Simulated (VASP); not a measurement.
# Re (P6_3/mmc) in VASP: further runs

Re is run at these levels: r2SCAN; tasks: single point.

Everything below comes from runs of VASP 6.6.1. Logs are shortened: lines on timing, memory, paths and dates and some standing lists are left out, and cuts for length are marked.

## Step 1: The cell of the first run

Symmetry: P6_3/mmc, No. 194, hexagonal system. The conventional cell has a = 2.832 Å, b = 2.832 Å, c = 4.573 Å, α = 90.00°, β = 90.00°, γ = 120.00°. Re (site symmetry -6m2) has 12 Re at 2.81 to 2.83 Å within 3.7 Å.

## Step 2: Single point, r2SCAN (15.88 Å³/atom)

The input, POSCAR:

```
Re
1.0
    2.8315427157      0.0000000000      0.0000000000
   -1.4157713579      2.4521879237      0.0000000000
    0.0000000000      0.0000000000      4.5730506710
Re
2
Direct
    0.3333333333      0.6666666667      0.2500000000
    0.6666666667      0.3333333333      0.7500000000
```

The input, INCAR.step1:

```
SYSTEM = Re
ALGO = Normal ; EDIFF = 1E-4
ENCUT = 520 ; GGA = PE
ISMEAR = -1 ; LASPH = .True.
LCHARG = .False. ; LREAL = .False.
LWAVE = .True. ; NBANDS = 14
NELM = 100 ; PREC = Accurate
SIGMA = 0.1
```

The input, INCAR.step2:

```
SYSTEM = Re
ALGO = Normal ; EDIFF = 1E-6
ENCUT = 520 ; ISIF = 2
ISMEAR = -1 ; ISTART = 1
LASPH = .True. ; LCHARG = .True.
LELF = .True. ; LMIXTAU = .True.
LREAL = .False. ; LVHAR = .True.
LWAVE = .False. ; METAGGA = R2SCAN
NBANDS = 14 ; NELM = 100
PREC = Accurate ; SIGMA = 0.1
```

The input, KPOINTS:

```
k-points
0
Gamma
  21 21 12
  0 0 0
```

Potentials or basis: VASP PAW PBE potentials, release 64 (Re).

Started as:

```console
cat potpaw_PBE.64/Re/POTCAR > POTCAR
cp INCAR.step1 INCAR
mpirun -np 1 vasp_std > vasp.out
cp INCAR.step2 INCAR
mpirun -np 1 vasp_std > vasp.out
```

OUTCAR:

```text
SYSTEM = Re
   EDIFF = 1E-6
   ENCUT = 520
   ISIF = 2
   ISMEAR = -1
   ISTART = 1
   LASPH = .True.
   LREAL = .False.
   METAGGA = R2SCAN
   NELM = 100
   PREC = Accurate

 ion  position               nearest neighbor table
   1  0.333  0.667  0.250-   2 2.81   2 2.81   2 2.81   2 2.81   2 2.81   2 2.81
   2  0.667  0.333  0.750-   1 2.81   1 2.81   1 2.81   1 2.81   1 2.81   1 2.81

  LATTYP: Found a hexagonal cell.
 ALAT       =     2.8315427157
 C/A-ratio  =     1.6150385603

  Lattice vectors:

 A1 = (   2.8315427157,   0.0000000000,   0.0000000000)
 A2 = (  -1.4157713579,   2.4521879237,   0.0000000000)
 A3 = (   0.0000000000,   0.0000000000,   4.5730506710)

Analysis of symmetry for initial positions (statically):
=====================================================================
 Subroutine PRICEL returns:
 Original cell was already a primitive cell.

 Routine SETGRP: Setting up the symmetry group for a
 hexagonal supercell.

 Subroutine GETGRP returns: Found 24 space group operations
 (whereof 12 operations were pure point group operations)
 out of a pool of 24 trial point group operations.

The static configuration has the point symmetry D_3d.
 The point group associated with its full space group is D_6h.

Analysis of symmetry for dynamics (positions and initial velocities):
=====================================================================
 Subroutine PRICEL returns:
 Original cell was already a primitive cell.

 Routine SETGRP: Setting up the symmetry group for a
 hexagonal supercell.

 Subroutine GETGRP returns: Found 24 space group operations
 (whereof 12 operations were pure point group operations)
 out of a pool of 24 trial point group operations.

The dynamic configuration has the point symmetry D_3d.
 The point group associated with its full space group is D_6h.

 Subroutine INISYM returns: Found 24 space group operations
 (whereof 12 operations are pure point group operations),
 and found     1 'primitive' translations

----------------------------------------------------------------------------------------

                                     Primitive cell

  volume of cell :      31.7529

  direct lattice vectors                    reciprocal lattice vectors
     2.831542716  0.000000000  0.000000000     0.353164370  0.203899544  0.000000000
    -1.415771358  2.452187924  0.000000000     0.000000000  0.407799088  0.000000000
     0.000000000  0.000000000  4.573050671     0.000000000  0.000000000  0.218672408

  length of vectors
     2.831542716  2.831542716  4.573050671     0.407799088  0.407799088  0.218672408

  position of ions in fractional coordinates (direct lattice)
     0.333333333  0.666666667  0.250000000
     0.666666667  0.333333333  0.750000000

  ion indices of the primitive-cell ions
   primitive index   ion index
                 1           1
                 2           2

----------------------------------------------------------------------------------------

 KPOINTS: k-points

Automatic generation of k-mesh.
 Grid dimensions read from file:
 generate k-points for:   21   21   12

 Generating k-lattice:

  Cartesian coordinates                     Fractional coordinates (reciprocal lattice)
     0.016817351  0.009709502  0.000000000     0.047619048  0.000000000  0.000000000
     0.000000000  0.019419004  0.000000000     0.000000000  0.047619048  0.000000000
     0.000000000  0.000000000  0.018222701     0.000000000  0.000000000  0.083333333

  Length of vectors
     0.019419004  0.019419004  0.018222701

  Shift w.r.t. Gamma in fractional coordinates (k-lattice)
     0.000000000  0.000000000  0.000000000

 Subroutine IBZKPT returns following result:
 ===========================================

 Found    336 irreducible k-points:

 Following reciprocal coordinates:
            Coordinates               Weight
  0.000000  0.000000  0.000000      1.000000
  0.047619  0.000000  0.000000      6.000000
  0.095238  0.000000  0.000000      6.000000
  0.142857  0.000000  0.000000      6.000000
  0.190476  0.000000  0.000000      6.000000
  0.238095 -0.000000  0.000000      6.000000
[... 16 lines left out ...]
  0.142857  0.095238  0.000000     12.000000
  0.190476  0.095238  0.000000     12.000000
 [... further k-points ...]
   k-points           NKPTS =    336   k-points in BZ     NKDIM =    336   number of bands    NBANDS=     14
   number of dos      NEDOS =    301   number of ions     NIONS =      2
   total plane-waves  NPLWV =  20736
   dimension x,y,z NGX =    24 NGY =   24 NGZ =   36
   dimension x,y,z NGXF=    48 NGYF=   48 NGZF=   72
   ions per type =               2
   NGX,Y,Z   is equivalent  to a cutoff of  14.09, 14.09, 13.09 a.u.
   NGXF,Y,Z  is equivalent  to a cutoff of  28.18, 28.18, 26.17 a.u.
 SYSTEM =  Re
   PREC   = accura    normal or accurate (medium, high low for compatibility)
   ISTART =      1    job   : 0-new  1-cont  2-samecut
   ICHARG =      0    charge: 1-file 2-atom 10-const
   ISPIN  =      1    spin polarized calculation?
   LNONCOLLINEAR =      F non collinear calculations
   LSORBIT =      F    spin-orbit coupling
   LASPH  =      T    aspherical Exc in radial PAW
   ENCUT  =  520.0 eV  38.22 Ry    6.18 a.u.   5.26  5.26  8.50*2*pi/ulx,y,z
   NELM   =    100;   NELMIN=  2; NELMDL=  0     # of ELM steps
   EDIFF  = 0.1E-05   stopping-criterion for ELM
   LREAL  =      F    real-space projection
   EDIFFG = 0.1E-04   stopping-criterion for IOM
   NSW    =      0    number of steps for IOM
   IBRION =     -1    ionic relax: 0-MD 1-quasi-New 2-CG
   NFREE  =      0    steps in history (QN), initial steepest desc. (CG)
   ISIF   =      2    stress and relaxation
   ISYM   =      2    0-nonsym 1-usesym 2-fastsym
   POTIM  = 0.5000    time-step for ionic-motion
   TEBEG  =    0.0;   TEEND  =   0.0 temperature during run
   PSTRESS=    0.0 pullay stress
   NELECT =      14.0000    total number of electrons
   NUPDOWN=      -1.0000    fix difference up-down
   EMIN   =  10.00;   EMAX   =-10.00  energy-range for DOS
   EFERMI =   0.00;   METHOD = LEGACY
   ISMEAR =    -1;   SIGMA  =   0.10  broadening in eV -4-tet -1-fermi 0-gaus
   EFERMI_NEDOS =   21; number of points for ismear=-14 and -15
   IALGO  =     38    algorithm
   IMIX   =      4    mixing-type and parameters
     AMIX     =   0.40;   BMIX     =  1.00
     AMIX_MAG =   1.60;   BMIX_MAG =  1.00
  volume/ion in A,a.u.               =      15.88       107.14
  Fermi-wavevector in a.u.,A,eV,Ry     =   1.246015  2.354627 21.123766  1.552553
  Thomas-Fermi vector in A             =   2.380211
   LORBIT       =      0    0 simple, 1 ext, 2 COOP (PROOUT), +10 PAW based schemes
   METAGGA = R2SCAN    functional components
   LHFCALC =     F    Hartree Fock is set to
   AEXX    =    0.0000 exact exchange contribution
   IVDW    =     0    specifies the selected vdW correction
   LEPSILON=     F    determine dielectric tensor
   LRPA    =     F    only Hartree local field effects (RPA)
 non-spin polarized calculation
  energy-cutoff  :      520.00
  volume of cell :       31.75
 maximum number of plane-waves:       868
 NGX is ok and might be reduce to    24
   NGX = 11   NGY = 11   NGZ = 17

 number of electron      14.0000000 magnetization

 Free energy of the ion-electron system (eV)
  ---------------------------------------------------
  ext. energy  EPLUGINS =         0.00000000
  ---------------------------------------------------
  free energy    TOTEN  =      -104.72771770 eV

  energy without entropy =     -104.67057821  energy(sigma->0) =     -104.69914795

 E-fermi :   6.7757     XC(G=0): -14.5205

 val. band max:        6.7755024968   @ k =   0.3810   0.0000   0.4167
 cond. band min:       6.7809668211   @ k =   0.2381  -0.0000   0.4167
 fundamental gap:      0.0054643244
 Fermi energy:         6.7756946115

 k-point     1 :       0.0000    0.0000    0.0000
  band No.  band energies     occupation
      1      -3.0377      2.00000
      2       0.4015      2.00000
      3       5.3206      2.00000
      4       5.3470      2.00000
      5       5.3470      2.00000
      6       6.1093      1.99745
      7       6.1093      1.99745
      8       6.9877      0.21437
      9       6.9877      0.21437
     10       7.1870      0.03219
     11       9.9467      0.00000
     12       9.9467      0.00000
     13      16.3039      0.00000
     14      21.4946      0.00000

 k-point     2 :       0.0476    0.0000    0.0000
  band No.  band energies     occupation
      1      -2.9481      2.00000
      2       0.4855      2.00000
      3       5.0425      2.00000
      4       5.4270      2.00000
      5       5.5953      1.99999
      6       6.0455      1.99865
      7       6.1843      1.99461
      8       6.7709      1.02388
      9       6.9210      0.37919
     10       7.0046      0.18406
     11       9.9899      0.00000
     12      10.3555      0.00000
     13      16.2949      0.00000
     14      21.6860      0.00000

 k-point     3 :       0.0952    0.0000    0.0000
  band No.  band energies     occupation
      1      -2.6840      2.00000
      2       0.7271      2.00000
      3       4.7054      2.00000
      4       5.6646      1.99997
      5       5.7906      1.99989
      6       5.9465      1.99950
      7       6.0508      1.99858
      8       6.4071      1.95108
      9       6.7391      1.18098
     10       6.8610      0.59755
     11      10.1027      0.00000
     12      11.2539      0.00000
     13      16.2579      0.00000
     14      22.2194      0.00000

 k-point     4 :       0.1429    0.0000    0.0000
  band No.  band energies     occupation
      1      -2.2611      2.00000
      2       1.0891      2.00000
      3       4.3476      2.00000
      4       5.2412      2.00000
      5       5.5764      1.99999
      6       6.0534      1.99854
      7       6.2413      1.99049
      8       6.4829      1.89840
      9       6.6722      1.47580
     10       6.7697      1.02972
     11      10.2497      0.00000
     12      12.3273      0.00000
     13      16.1736      0.00000
     14      22.9122      0.00000

 k-point     5 :       0.1905    0.0000    0.0000
  band No.  band energies     occupation
      1      -1.7070      2.00000
      2       1.4880      2.00000
      3       4.0437      2.00000
      4       4.4622      2.00000
      5       5.3129      2.00000
      6       6.1933      1.99410
      7       6.4476      1.92753
      8       6.5816      1.74899
      9       6.6664      1.49804
     10       7.2586      0.01586
     11      10.3989      0.00000
[... 276 lines left out ...]
 k-point    22 :       0.0952    0.0952    0.0000
  band No.  band energies     occupation
      1      -2.0137      2.00000
      2       1.3021      2.00000
      3       4.1336      2.00000
      4       4.9307      2.00000
      5       5.5043      1.99999
      6       6.0490      1.99860
      7       6.2593      1.98863
      8       6.3284      1.97742
      9       6.8385      0.69606
     10       7.0796      0.09138
     11      10.2604      0.00000
     12      12.8853      0.00000
     13      16.1193      0.00000
     14      23.2145      0.00000

 k-point    23 :       0.1429    0.0952    0.0000
  band No.  band energies     occupation
      1      -1.4688      2.00000
      2       1.7062      2.00000
      3       3.8071      2.00000
      4       4.2724      2.00000
      5       5.2886      2.00000
      6       5.7172      1.99995
      7       6.5637      1.78572
      8       6.6918      1.39651
      9       6.8957      0.46309
     10       7.6482      0.00032
     11      10.3498      0.00000
     12      13.9421      0.00000
     13      15.9861      0.00000
     14      23.0792      0.00000

 k-point    24 :       0.1905    0.0952    0.0000
  band No.  band energies     occupation
      1      -0.8318      2.00000
      2       2.0247      2.00000
      3       3.6073      2.00000
      4       3.6451      2.00000
      5       5.1417      2.00000
      6       5.4378      2.00000
      7       6.4718      1.90858
      8       6.9764      0.23687
      9       7.5806      0.00064
     10       8.3297      0.00000
     11      10.4356      0.00000
     12      15.0469      0.00000
     13      15.8350      0.00000
     14      21.7171      0.00000

 [... further k-points ...]
[... 5 lines left out ...]
  --------------------------------------------------------------------------------------
  -------------------------------------------------------------------------------------
  Total       -5.0540979     -5.0540979     -5.0709483      0.0000000     -0.0000000     -0.0000000
  in kB     -255.0183045   -255.0183045   -255.8685340      0.0000000     -0.0000000     -0.0000000
  external PRESSURE =    -255.3017144 kB  Pullay stress =       0.0000000 kB

 VOLUME and BASIS-vectors are now :
 -----------------------------------------------------------------------------
  energy-cutoff  :      520.00
  volume of cell :       31.75
      direct lattice vectors                 reciprocal lattice vectors
     2.831542716  0.000000000  0.000000000     0.353164370  0.203899544  0.000000000
    -1.415771358  2.452187924  0.000000000     0.000000000  0.407799088  0.000000000
     0.000000000  0.000000000  4.573050671     0.000000000  0.000000000  0.218672408

 POSITION                                       TOTAL-FORCE (eV/Angst)
 -----------------------------------------------------------------------------------
     -0.00000      1.63479      1.14326        -0.000000      0.000000      0.000000
      1.41577      0.81740      3.42979         0.000000     -0.000000      0.000000
 -----------------------------------------------------------------------------------
    total drift:                               -0.000000      0.000000     -0.000000

  FREE ENERGIE OF THE ION-ELECTRON SYSTEM (eV)
  ---------------------------------------------------
  free  energy   TOTEN  =      -104.7277177005 eV

  energy  without entropy=     -104.6705782084  energy(sigma->0) =     -104.69914795
```

It took 6.1 min on 1 thread of AMD EPYC 9R45 (Zen 5), shared host; peak memory 0.24 GiB.

What came out:

| Item | Value |
| --- | --- |
| Free energy | -104.7277 eV |
| Pressure | -25.5 GPa |
| Band gap on the k mesh | zero (bands 7 and 8 overlap by 2.87 eV) |

Stress tensor (GPa, compression positive):
```
-25.50   0.00   0.00
  0.00 -25.50   0.00
  0.00   0.00 -25.59
```

Levels at points of the mesh, in eV from the Fermi level:
| k point | band 5 | band 6 | band 7 | band 8 | band 9 | band 10 |
| --- | --- | --- | --- | --- | --- | --- |
| (0.00, 0.00, 0.00) | -1.43 | -0.67 | -0.67 | 0.21 | 0.21 | 0.41 |
| (0.00, 0.00, 0.50) | -1.56 | -1.56 | -1.56 | -1.56 | 2.38 | 2.38 |

Caveat: the cell stands under tension; the PAW data sets were made with another functional, which shifts forces and pressure a little; spin-orbit coupling is left out, which moves the levels of the heavy elements.

## Step 3: Single point, r2SCAN

This run uses another cell than the first one, of 14.70 Å³/atom.

The input, POSCAR:

```
Re
1.0
    2.7598270443      0.0000000000      0.0000000000
   -1.3799135221      2.3900803304      0.0000000000
    0.0000000000      0.0000000000      4.4572270891
Re
2
Direct
    0.3333333333      0.6666666667      0.2500000000
    0.6666666667      0.3333333333      0.7500000000
```

The input, INCAR.step1:

```
SYSTEM = Re
PREC = Accurate
ENCUT = 520
ISMEAR = -1
SIGMA = 0.6
LREAL = .FALSE.
LASPH = .TRUE.
NELM = 100
NBANDS = 14
GGA = PE
ALGO = Normal
EDIFF = 1E-4
LWAVE = .TRUE.
LCHARG = .FALSE.
```

The input, INCAR.step2:

```
SYSTEM = Re
PREC = Accurate
ENCUT = 520
EDIFF = 1E-6
ISMEAR = -1
SIGMA = 0.6
LREAL = .FALSE.
LASPH = .TRUE.
NELM = 100
ALGO = Normal
ISIF = 2
LWAVE = .FALSE.
LCHARG = .FALSE.
METAGGA = R2SCAN
LMIXTAU = .TRUE.
NBANDS = 14
ISTART = 1
```

The input, KPOINTS:

```
regular mesh
0
G
  13 13 7
  0 0 0
```

Potentials or basis: VASP PAW PBE potentials, release 64 (Re).

Started as:

```console
cat potpaw_PBE.64/Re/POTCAR > POTCAR
cp INCAR.step1 INCAR
mpirun -np 1 vasp_std > vasp.out
cp INCAR.step2 INCAR
mpirun -np 1 vasp_std > vasp.out
```

It took 1.9 min on 1 thread of Intel Xeon 8259CL, shared host; peak memory 0.18 GiB.

It converged, with:

```
Free energy            : -105.8823 eV
Pressure               : 6.7 GPa
Band gap on the k mesh : zero (bands 7 and 8 overlap by 2.79 eV)
```

Stress tensor (GPa, compression positive):
```
7.58 0.00 0.00
0.00 7.58 0.00
0.00 0.00 4.99
```

Levels at points of the mesh, in eV from the Fermi level:
```
           k point  band 5  band 6  band 7  band 8  band 9  band 10
(0.00, 0.00, 0.00)   -1.84   -0.97   -0.97    0.02    0.02     0.31
```

Caveat: the cell stands under pressure; so wide a smearing shifts energies and pressures; the PAW data sets were made with another functional, which shifts forces and pressure a little; spin-orbit coupling is left out, which moves the levels of the heavy elements.

[end of part 1 of 2]
